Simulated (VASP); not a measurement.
# Pb (Fm-3m) in VASP: a series of runs

Runs on Pb. Level: PBEsol. Tasks: single point.

All numbers are computed with VASP 6.6.1; they aren't measurements. Logs are shortened: lines on timing, memory, paths and dates and some standing lists are left out, and cuts for length are marked.

## (1) The cell of the first run

It takes space group Fm-3m (No. 225, cubic). Conventional cell: a = 5.031 Å, b = 5.031 Å, c = 5.031 Å, α = 90.00°, β = 90.00°, γ = 90.00°. Pb (site symmetry m-3m) has 12 Pb at 3.56 Å within 4.7 Å.

## (2) Single point, PBEsol (volume scaled by 1.06)

Contents of INCAR:

```
SYSTEM = Pb
  PREC = Accurate
  ENCUT = 520
  EDIFF = 1E-6
  ISMEAR = 0
  SIGMA = 0.1
  LREAL = .False.
  LASPH = .True.
  NELM = 80
  ALGO = Normal
  ISIF = 2
  LWAVE = .False.
  LCHARG = .False.
  GGA = PS
  NBANDS = 13
```

Contents of KPOINTS:

```
Automatic mesh
0
Gamma
  14 14 14
  0 0 0
```

Contents of POSCAR:

```
Pb
1.0
    0.0000000000      2.5152905042      2.5152905042
    2.5152905042      0.0000000000      2.5152905042
    2.5152905042      2.5152905042      0.0000000000
Pb
1
Direct
    0.0000000000      0.0000000000      0.0000000000
```

Potentials or basis: VASP PAW PBE potentials, release 64 (Pb_d).

Launch:

```sh
$ cat potpaw_PBE.64/Pb_d/POTCAR > POTCAR
$ mpirun -np 1 vasp_std > vasp.out
```

OUTCAR:

```text
SYSTEM = Pb
   PREC = Accurate
   ENCUT = 520
   EDIFF = 1E-6
   ISMEAR = 0
   LREAL = .False.
   LASPH = .True.
   NELM = 80
   ISIF = 2
   GGA = PS

 ion  position               nearest neighbor table
   1  0.000  0.000  0.000-

  LATTYP: Found a face centered cubic cell.
 ALAT       =     5.0305810084

  Lattice vectors:

 A1 = (   0.0000000000,   2.5152905042,   2.5152905042)
 A2 = (   2.5152905042,   0.0000000000,   2.5152905042)
 A3 = (   2.5152905042,   2.5152905042,   0.0000000000)

Analysis of symmetry for initial positions (statically):
=====================================================================
 Subroutine PRICEL returns:
 Original cell was already a primitive cell.

 Routine SETGRP: Setting up the symmetry group for a
 face centered cubic supercell.

 Subroutine GETGRP returns: Found 48 space group operations
[... 9 lines left out ...]

 Routine SETGRP: Setting up the symmetry group for a
 face centered cubic supercell.

 Subroutine GETGRP returns: Found 48 space group operations
[... 11 lines left out ...]
                                     Primitive cell

  volume of cell :      31.8269

  direct lattice vectors                    reciprocal lattice vectors
     0.000000000  2.515290504  2.515290504    -0.198784196  0.198784196  0.198784196
     2.515290504  0.000000000  2.515290504     0.198784196 -0.198784196  0.198784196
     2.515290504  2.515290504  0.000000000     0.198784196  0.198784196 -0.198784196

  length of vectors
     3.557157944  3.557157944  3.557157944     0.344304327  0.344304327  0.344304327

  position of ions in fractional coordinates (direct lattice)
     0.000000000  0.000000000  0.000000000

  ion indices of the primitive-cell ions
   primitive index   ion index
                 1           1

----------------------------------------------------------------------------------------

 KPOINTS: Automatic mesh

Automatic generation of k-mesh.
 Grid dimensions read from file:
 generate k-points for:   14   14   14

 Generating k-lattice:

  Cartesian coordinates                     Fractional coordinates (reciprocal lattice)
    -0.014198871  0.014198871  0.014198871     0.071428571  0.000000000  0.000000000
     0.014198871 -0.014198871  0.014198871     0.000000000  0.071428571  0.000000000
     0.014198871  0.014198871 -0.014198871     0.000000000  0.000000000  0.071428571

  Length of vectors
     0.024593166  0.024593166  0.024593166

  Shift w.r.t. Gamma in fractional coordinates (k-lattice)
     0.000000000  0.000000000  0.000000000

 Subroutine IBZKPT returns following result:
 ===========================================

 Found    104 irreducible k-points:

 Following reciprocal coordinates:
            Coordinates               Weight
  0.000000  0.000000  0.000000      1.000000
  0.071429  0.000000  0.000000      8.000000
  0.142857  0.000000  0.000000      8.000000
  0.214286  0.000000  0.000000      8.000000
  0.285714  0.000000  0.000000      8.000000
  0.357143  0.000000  0.000000      8.000000
[... 16 lines left out ...]
  0.214286  0.142857  0.000000     24.000000
  0.285714  0.142857  0.000000     24.000000
 [... further k-points ...]
   k-points           NKPTS =    104   k-points in BZ     NKDIM =    104   number of bands    NBANDS=     13
   number of dos      NEDOS =    301   number of ions     NIONS =      1
   total plane-waves  NPLWV =  21952
   dimension x,y,z NGX =    28 NGY =   28 NGZ =   28
   dimension x,y,z NGXF=    56 NGYF=   56 NGZF=   56
   ions per type =               1
   NGX,Y,Z   is equivalent  to a cutoff of  13.09, 13.09, 13.09 a.u.
   NGXF,Y,Z  is equivalent  to a cutoff of  26.17, 26.17, 26.17 a.u.
 SYSTEM =  Pb
   PREC   = accura    normal or accurate (medium, high low for compatibility)
   ISTART =      0    job   : 0-new  1-cont  2-samecut
   ICHARG =      2    charge: 1-file 2-atom 10-const
   ISPIN  =      1    spin polarized calculation?
   LNONCOLLINEAR =      F non collinear calculations
   LSORBIT =      F    spin-orbit coupling
   LASPH  =      T    aspherical Exc in radial PAW
   ENCUT  =  520.0 eV  38.22 Ry    6.18 a.u.   6.61  6.61  6.61*2*pi/ulx,y,z
   NELM   =     80;   NELMIN=  2; NELMDL= -5     # of ELM steps
   EDIFF  = 0.1E-05   stopping-criterion for ELM
   LREAL  =      F    real-space projection
   EDIFFG = 0.1E-04   stopping-criterion for IOM
   NSW    =      0    number of steps for IOM
   IBRION =     -1    ionic relax: 0-MD 1-quasi-New 2-CG
   NFREE  =      0    steps in history (QN), initial steepest desc. (CG)
   ISIF   =      2    stress and relaxation
   ISYM   =      2    0-nonsym 1-usesym 2-fastsym
   POTIM  = 0.5000    time-step for ionic-motion
   TEBEG  =    0.0;   TEEND  =   0.0 temperature during run
   PSTRESS=    0.0 pullay stress
   NELECT =      14.0000    total number of electrons
   NUPDOWN=      -1.0000    fix difference up-down
   EMIN   =  10.00;   EMAX   =-10.00  energy-range for DOS
   EFERMI =   0.00;   METHOD = LEGACY
   ISMEAR =     0;   SIGMA  =   0.10  broadening in eV -4-tet -1-fermi 0-gaus
   EFERMI_NEDOS =   21; number of points for ismear=-14 and -15
   IALGO  =     38    algorithm
   IMIX   =      4    mixing-type and parameters
     AMIX     =   0.40;   BMIX     =  1.00
     AMIX_MAG =   1.60;   BMIX_MAG =  1.00
  volume/ion in A,a.u.               =      31.83       214.78
  Fermi-wavevector in a.u.,A,eV,Ry     =   1.245048  2.352799 21.090990  1.550144
  Thomas-Fermi vector in A             =   2.379287
   LORBIT       =      0    0 simple, 1 ext, 2 COOP (PROOUT), +10 PAW based schemes
   GGA     = PS    functional components
   LHFCALC =     F    Hartree Fock is set to
   AEXX    =    0.0000 exact exchange contribution
   IVDW    =     0    specifies the selected vdW correction
   LEPSILON=     F    determine dielectric tensor
   LRPA    =     F    only Hartree local field effects (RPA)
 non-spin polarized calculation
 Gauss-broadening in eV      SIGMA  =   0.10
  energy-cutoff  :      520.00
  volume of cell :       31.83
 maximum number of plane-waves:       882
   NGX = 13   NGY = 13   NGZ = 13

 number of electron      14.0000003 magnetization

 Free energy of the ion-electron system (eV)
  ---------------------------------------------------
  ext. energy  EPLUGINS =         0.00000000
  ---------------------------------------------------
  free energy    TOTEN  =        -3.98988047 eV

  energy without entropy =       -3.98761013  energy(sigma->0) =       -3.98874530

 E-fermi :   6.5715     XC(G=0): -10.1105

 val. band max:        6.5363633565   @ k =   0.3571   0.2143   0.0000
 cond. band min:       6.5746024388   @ k =   0.3571   0.2857   0.0000
 fundamental gap:      0.0382390823
 Fermi energy:         6.5714910675

 k-point     1 :       0.0000    0.0000    0.0000
  band No.  band energies     occupation
      1     -10.3831      2.00000
      2     -10.3831      2.00000
      3     -10.3831      2.00000
      4     -10.2609      2.00000
      5     -10.2609      2.00000
      6      -4.8757      2.00000
      7      13.6078      0.00000
      8      13.6078      0.00000
      9      13.6078      0.00000
     10      16.3004      0.00000
     11      17.2744      0.00000
     12      18.7007      0.00000
     13      18.7007      0.00000

 k-point     2 :       0.0714    0.0000    0.0000
  band No.  band energies     occupation
      1     -10.3831      2.00000
      2     -10.3766      2.00000
      3     -10.3766      2.00000
      4     -10.2614      2.00000
      5     -10.2614      2.00000
      6      -4.7824      2.00000
      7      12.4635      0.00000
      8      13.4909      0.00000
      9      13.4909      0.00000
     10      16.0261      0.00000
     11      17.8539      0.00000
     12      18.9100      0.00000
     13      18.9100      0.00000

 k-point     3 :       0.1429    0.0000    0.0000
  band No.  band energies     occupation
      1     -10.3836      2.00000
      2     -10.3618      2.00000
      3     -10.3618      2.00000
      4     -10.2589      2.00000
      5     -10.2589      2.00000
      6      -4.5025      2.00000
      7      10.3906      0.00000
      8      13.1933      0.00000
      9      13.1933      0.00000
     10      15.6710      0.00000
     11      18.8058      0.00000
     12      19.3716      0.00000
     13      19.3735      0.00000

 k-point     4 :       0.2143    0.0000    0.0000
  band No.  band energies     occupation
      1     -10.3859      2.00000
      2     -10.3519      2.00000
      3     -10.3519      2.00000
      4     -10.2436      2.00000
      5     -10.2436      2.00000
      6      -4.0394      2.00000
      7       8.2597      0.00000
      8      12.8181      0.00000
      9      12.8181      0.00000
     10      15.4160      0.00000
     11      18.3062      0.00000
     12      18.9419      0.00000
     13      18.9419      0.00000

 k-point     5 :       0.2857    0.0000    0.0000
  band No.  band energies     occupation
      1     -10.3906      2.00000
      2     -10.3543      2.00000
      3     -10.3543      2.00000
      4     -10.2126      2.00000
      5     -10.2126      2.00000
      6      -3.4062      2.00000
      7       6.2681      1.99998
      8      12.4500      0.00000
      9      12.4500      0.00000
     10      15.2859      0.00000
     11      17.4108      0.00000
     12      18.3205      0.00000
     13      18.3205      0.00000

 k-point     6 :       0.3571    0.0000    0.0000
  band No.  band energies     occupation
      1     -10.3963      2.00000
      2     -10.3627      2.00000
      3     -10.3627      2.00000
      4     -10.1780      2.00000
      5     -10.1780      2.00000
      6      -2.6461      2.00000
      7       4.5156      2.00000
      8      12.1475      0.00000
      9      12.1475      0.00000
     10      15.2839      0.00000
     11      16.6769      0.00000
     12      17.8565      0.00000
     13      17.8565      0.00000

 k-point     7 :       0.4286    0.0000    0.0000
  band No.  band energies     occupation
      1     -10.4011      2.00000
      2     -10.3702      2.00000
      3     -10.3702      2.00000
      4     -10.1523      2.00000
      5     -10.1523      2.00000
      6      -1.8924      2.00000
      7       3.1596      2.00000
      8      11.9500      0.00000
      9      11.9500      0.00000
     10      15.4105      0.00000
     11      16.1099      0.00000
     12      17.5759      0.00000
     13      17.5759      0.00000
[... 193 lines left out ...]
 k-point    20 :      -0.1429    0.0714    0.0000
  band No.  band energies     occupation
      1     -10.3864      2.00000
      2     -10.3520      2.00000
      3     -10.3498      2.00000
      4     -10.2713      2.00000
      5     -10.2414      2.00000
      6      -4.2857      2.00000
      7       9.6409      0.00000
      8      11.7628      0.00000
      9      13.5652      0.00000
     10      16.0619      0.00000
     11      18.2075      0.00000
     12      18.6475      0.00000
     13      18.8466      0.00000

 k-point    21 :      -0.0714    0.0714    0.0000
  band No.  band energies     occupation
      1     -10.3857      2.00000
      2     -10.3687      2.00000
      3     -10.3625      2.00000
      4     -10.2683      2.00000
      5     -10.2544      2.00000
      6      -4.6268      2.00000
      7      11.4985      0.00000
      8      12.4846      0.00000
      9      13.6826      0.00000
     10      16.0377      0.00000
     11      18.0475      0.00000
     12      18.8190      0.00000
     13      19.3253      0.00000

 k-point    22 :       0.1429    0.1429    0.0000
  band No.  band energies     occupation
      1     -10.4098      2.00000
      2     -10.3347      2.00000
      3     -10.3347      2.00000
      4     -10.2897      2.00000
      5     -10.2407      2.00000
      6      -4.3784      2.00000
      7      11.2108      0.00000
      8      12.0078      0.00000
      9      12.0078      0.00000
     10      15.0400      0.00000
     11      16.8841      0.00000
     12      20.5591      0.00000
     13      20.8449      0.00000

 k-point    23 :       0.2143    0.1429    0.0000
  band No.  band energies     occupation
      1     -10.4177      2.00000
      2     -10.3206      2.00000
      3     -10.3144      2.00000
      4     -10.2937      2.00000
      5     -10.2267      2.00000
      6      -4.0383      2.00000
      7       9.6135      0.00000
      8      11.4827      0.00000
      9      11.7434      0.00000
     10      15.0458      0.00000
     11      16.0334      0.00000
     12      20.2710      0.00000
     13      21.2894      0.00000

 k-point    24 :       0.2857    0.1429    0.0000
  band No.  band energies     occupation
      1     -10.4176      2.00000
      2     -10.3317      2.00000
      3     -10.3075      2.00000
      4     -10.2702      2.00000
      5     -10.2000      2.00000
      6      -3.5207      2.00000
      7       7.6914      0.00000
      8      11.0883      0.00000
      9      11.2797      0.00000
     10      14.8673      0.00000
     11      16.3784      0.00000
     12      19.8230      0.00000
     13      20.7001      0.00000

 [... further k-points ...]
[... 5 lines left out ...]
  --------------------------------------------------------------------------------------
  -------------------------------------------------------------------------------------
  Total       -0.4865081     -0.4865081     -0.4865081      0.0000000      0.0000000     -0.0000000
  in kB      -24.4909826    -24.4909826    -24.4909826      0.0000000      0.0000000     -0.0000000
  external PRESSURE =     -24.4909826 kB  Pullay stress =       0.0000000 kB

 VOLUME and BASIS-vectors are now :
 -----------------------------------------------------------------------------
  energy-cutoff  :      520.00
  volume of cell :       31.83
      direct lattice vectors                 reciprocal lattice vectors
     0.000000000  2.515290504  2.515290504    -0.198784196  0.198784196  0.198784196
     2.515290504  0.000000000  2.515290504     0.198784196 -0.198784196  0.198784196
     2.515290504  2.515290504  0.000000000     0.198784196  0.198784196 -0.198784196

 POSITION                                       TOTAL-FORCE (eV/Angst)
 -----------------------------------------------------------------------------------
      0.00000      0.00000      0.00000         0.000000      0.000000      0.000000
 -----------------------------------------------------------------------------------
    total drift:                               -0.000000     -0.000000     -0.000000

  FREE ENERGIE OF THE ION-ELECTRON SYSTEM (eV)
  ---------------------------------------------------
  free  energy   TOTEN  =        -3.9898804665 eV

  energy  without entropy=       -3.9876101265  energy(sigma->0) =       -3.98874530
```

Run time: 27 s. Hardware: 1 thread of Intel Xeon Platinum 8488C (Sapphire Rapids), shared host; peak memory 0.18 GiB.

Results:

```yaml
Free_energy: -3.9899 eV
Pressure: -2.4 GPa
Band_gap_on_the_k_mesh: zero (band 7 reaches 13.61 eV, above the bottom of band 8 at 5.10 eV)
```

Caveat: the PAW data sets were made with another functional, which shifts forces and pressure a little; spin-orbit coupling is left out, which moves the levels of the heavy elements.

## (3) Single point, PBEsol (volume scaled by 1.10)

Contents of INCAR:

```
SYSTEM = Pb
  ALGO = Normal
  EDIFF = 1E-6
  ENCUT = 520
  GGA = PS
  ISIF = 2
  ISMEAR = 0
  LASPH = .TRUE.
  LCHARG = .FALSE.
  LREAL = .FALSE.
  LWAVE = .FALSE.
  NBANDS = 13
  NELM = 100
  PREC = Accurate
  SIGMA = 0.1
```

Contents of KPOINTS:

```
k-points
0
G
  14 14 14
  0 0 0
```

Contents of POSCAR:

```
Pb
1.0
    0.0000000000      2.5465395443      2.5465395443
    2.5465395443      0.0000000000      2.5465395443
    2.5465395443      2.5465395443      0.0000000000
Pb
1
Direct
    0.0000000000      0.0000000000      0.0000000000
```

Potentials or basis: VASP PAW PBE potentials, release 64 (Pb_d).

Launch:

```sh
$ cat potpaw_PBE.64/Pb_d/POTCAR > POTCAR
$ mpirun -np 1 vasp_std > vasp.out
```

OUTCAR:

```text
SYSTEM = Pb
   EDIFF = 1E-6
   ENCUT = 520
   GGA = PS
   ISIF = 2
   ISMEAR = 0
   LASPH = .TRUE.
   LREAL = .FALSE.
   NELM = 100
   PREC = Accurate

 ion  position               nearest neighbor table
   1  0.000  0.000  0.000-

  LATTYP: Found a face centered cubic cell.
 ALAT       =     5.0930790886

  Lattice vectors:

 A1 = (   0.0000000000,   2.5465395443,   2.5465395443)
 A2 = (   2.5465395443,   0.0000000000,   2.5465395443)
 A3 = (   2.5465395443,   2.5465395443,   0.0000000000)
[... 553 lines left out ...]
      4     -10.6503      2.00000
      5     -10.5885      2.00000
      6      -3.7356      2.00000
      7       7.2198      0.00000
      8      10.5488      0.00000
      9      10.7027      0.00000
     10      14.3791      0.00000
     11      15.8256      0.00000
     12      19.0590      0.00000
     13      20.0346      0.00000

 [... further k-points ...]
[... 5 lines left out ...]
  --------------------------------------------------------------------------------------
  -------------------------------------------------------------------------------------
  Total       -0.7474703     -0.7474703     -0.7474703      0.0000000      0.0000000     -0.0000000
  in kB      -36.2596197    -36.2596197    -36.2596197      0.0000000      0.0000000     -0.0000000
  external PRESSURE =     -36.2596197 kB  Pullay stress =       0.0000000 kB

 VOLUME and BASIS-vectors are now :
 -----------------------------------------------------------------------------
  energy-cutoff  :      520.00
  volume of cell :       33.03
      direct lattice vectors                 reciprocal lattice vectors
     0.000000000  2.546539544  2.546539544    -0.196344880  0.196344880  0.196344880
     2.546539544  0.000000000  2.546539544     0.196344880 -0.196344880  0.196344880
     2.546539544  2.546539544  0.000000000     0.196344880  0.196344880 -0.196344880

 POSITION                                       TOTAL-FORCE (eV/Angst)
 -----------------------------------------------------------------------------------
      0.00000      0.00000      0.00000         0.000000     -0.000000      0.000000
 -----------------------------------------------------------------------------------
    total drift:                               -0.000000     -0.000000     -0.000000

  FREE ENERGIE OF THE ION-ELECTRON SYSTEM (eV)
  ---------------------------------------------------
  free  energy   TOTEN  =        -3.9676483634 eV

  energy  without entropy=       -3.9655151213  energy(sigma->0) =       -3.96658174
```

OSZICAR:

```text
N       E                     dE             d eps       ncg     rms          rms(c)
DAV:   1     0.106205224457E+03    0.10621E+03   -0.71336E+03  2722   0.123E+03
DAV:   2     0.124311273318E+01   -0.10496E+03   -0.10201E+03  2809   0.305E+02
DAV:   3    -0.385576114131E+01   -0.50989E+01   -0.50829E+01  3422   0.726E+01
DAV:   4    -0.397639523245E+01   -0.12063E+00   -0.12061E+00  3241   0.122E+01
DAV:   5    -0.398178023511E+01   -0.53850E-02   -0.53848E-02  3812   0.238E+00    0.503E-01
DAV:   6    -0.397033640635E+01    0.11444E-01   -0.16366E-02  3462   0.216E+00    0.249E-01
DAV:   7    -0.396776172617E+01    0.25747E-02   -0.66879E-03  3554   0.127E+00    0.939E-02
DAV:   8    -0.396764900147E+01    0.11272E-03   -0.41095E-04  3884   0.345E-01    0.109E-02
DAV:   9    -0.396764827259E+01    0.72888E-06   -0.11016E-05  3595   0.583E-02    0.455E-03
DAV:  10    -0.396764836339E+01   -0.90799E-07   -0.12983E-06  2351   0.195E-02
   1 F= -.39676484E+01 E0= -.39665817E+01  d E =-.213324E-02
```

It took 26 s on 1 thread of Intel Xeon Platinum 8488C (Sapphire Rapids), shared host; peak memory 0.18 GiB.

Results:

| Item | Value |
| --- | --- |
| Free energy | -3.9676 eV |
| Pressure | -3.6 GPa |
| Band gap on the k mesh | zero (band 7 reaches 12.94 eV, above the bottom of band 8 at 4.79 eV) |

Caveat: the PAW data sets were made with another functional, which shifts forces and pressure a little; spin-orbit coupling is left out, which moves the levels of the heavy elements.
